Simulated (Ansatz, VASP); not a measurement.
Given: the input of a run of Ansatz 0.2.0 on MnO.

input.yaml

```yaml
crystal:
  lattice:
    - [0.0, 2.2239077028, 2.2239077028]
    - [2.2239077028, 0.0, 2.2239077028]
    - [2.2239077028, 2.2239077028, 0.0]
  atoms:
    - { symbol: Mn, position: [0.0, 0.0, 0.0], spin: 4.0 }
    - { symbol: O, position: [0.5, 0.5, 0.5] }
hamiltonian:
  xc: r2scan
  pseudopotentials: { kind: paw }
  dispersion: d4
magnetization:
  spin_polarized: true
kpoints:
  mp_grid: { grid: [10, 10, 10] }
scf:
  occupations: { method: fermi_dirac, width: 0.05 }
output:
  forces: true
  stress: true
relax:
  f_tol: 0.01
  max_steps: 40
  cell: { stress_tol: 0.05 }
```

Potentials or basis: Ansatz PAW.

Run with:

```console
$ ansatz run input.yaml --threads 2 --pin off --max-ram 5120MiB --backend cpu --events-out ev --progress --plain --runs-dir out
```

Task: Set up the same calculation for VASP 6.6.1. Potentials there: VASP PAW PBE potentials, release 64 (Mn_pv, O).

Result: As run (the cutoff follows the program's own potentials):

Contents of POSCAR:

```
MnO
1.0
    0.0000000000      2.2239077028      2.2239077028
    2.2239077028      0.0000000000      2.2239077028
    2.2239077028      2.2239077028      0.0000000000
Mn O
1 1
Direct
    0.0000000000      0.0000000000      0.0000000000
    0.5000000000      0.5000000000      0.5000000000
```

Contents of INCAR.step1:

```
SYSTEM = MnO
ALGO     = Normal         ! electronic algorithm
EDIFF    = 1E-4           ! SCF threshold, eV
ENCUT    = 600            ! plane-wave cutoff, eV
GGA      = PE             ! functional
ISMEAR   = -1             ! smearing method
ISPIN    = 2              ! spin polarisation
LASPH    = .True.         ! aspherical terms in the spheres
LCHARG   = .False.        ! write CHGCAR
LMAXMIX  = 4              ! l up to which the mixer works
LREAL    = .False.        ! projectors in reciprocal space
LWAVE    = .True.         ! write WAVECAR
MAGMOM   = 4 0            ! initial moments
NELM     = 150            ! most SCF steps
PREC     = Accurate       ! precision mode
SIGMA    = 0.05           ! smearing width, eV
```

INCAR.step2

```
SYSTEM = MnO
ALGO     = Normal         ! electronic algorithm
EDIFF    = 1E-6           ! SCF threshold, eV
EDIFFG   = -0.01          ! ionic threshold
ENCUT    = 600            ! plane-wave cutoff, eV
IBRION   = 2              ! ionic algorithm
ISIF     = 3              ! what is computed and relaxed
ISMEAR   = -1             ! smearing method
ISPIN    = 2              ! spin polarisation
ISTART   = 1            
IVDW     = 13             ! dispersion correction
LASPH    = .True.         ! aspherical terms in the spheres
LCHARG   = .False.        ! write CHGCAR
LMAXMIX  = 4              ! l up to which the mixer works
LMIXTAU  = .True.       
LORBIT   = 11             ! projections on sites
LREAL    = .False.        ! projectors in reciprocal space
LWAVE    = .False.        ! write WAVECAR
MAGMOM   = 4 0            ! initial moments
METAGGA  = R2SCAN         ! meta-GGA
NELM     = 150            ! most SCF steps
NSW      = 60             ! ionic steps
PREC     = Accurate       ! precision mode
SIGMA    = 0.05           ! smearing width, eV
VDW_A1   = 0.51559235   
VDW_A2   = 5.77342911   
VDW_S6   = 1.0          
VDW_S8   = 0.6018749
```

File KPOINTS:

```
k-points
0
Gamma
  10 10 10
  0 0 0
```

Potentials or basis: VASP PAW PBE potentials, release 64 (Mn_pv, O).

Command:

```sh
$ cat potpaw_PBE.64/Mn_pv/POTCAR potpaw_PBE.64/O/POTCAR > POTCAR
$ cp INCAR.step1 INCAR
$ mpirun -np 1 vasp_std > vasp.out
$ cp INCAR.step2 INCAR
$ mpirun -np 1 vasp_std > vasp.out
```

Both were run:

|  | VASP | Ansatz | Ansatz less VASP |
| --- | --- | --- | --- |
| net moment per atom (μB) | 2.50 | 2.50 | 0.000 |
| size of the moment on the site where the two differ most (μB) | 4.54 | 4.26 | -0.281 |
| relaxed volume (Å³/atom) | 10.93 | 10.94 | +0.009 |
| relaxed cell length with the largest relative difference (Å) | 3.139 | 3.139 | +0.0008 |

VASP's potentials were made for PBE, not for r2SCAN. Site moments also hang on the region over which each program counts them. VASP's potentials hold 19 valence electrons a cell and Ansatz's 21, so a difference there can come from the potentials and not from the codes.

Noted on Ansatz's run: the magnetic or orbital state may not be the lowest; the plane-wave basis is chosen anew once the cell has moved, so the energies of steps on either side of that aren't comparable.
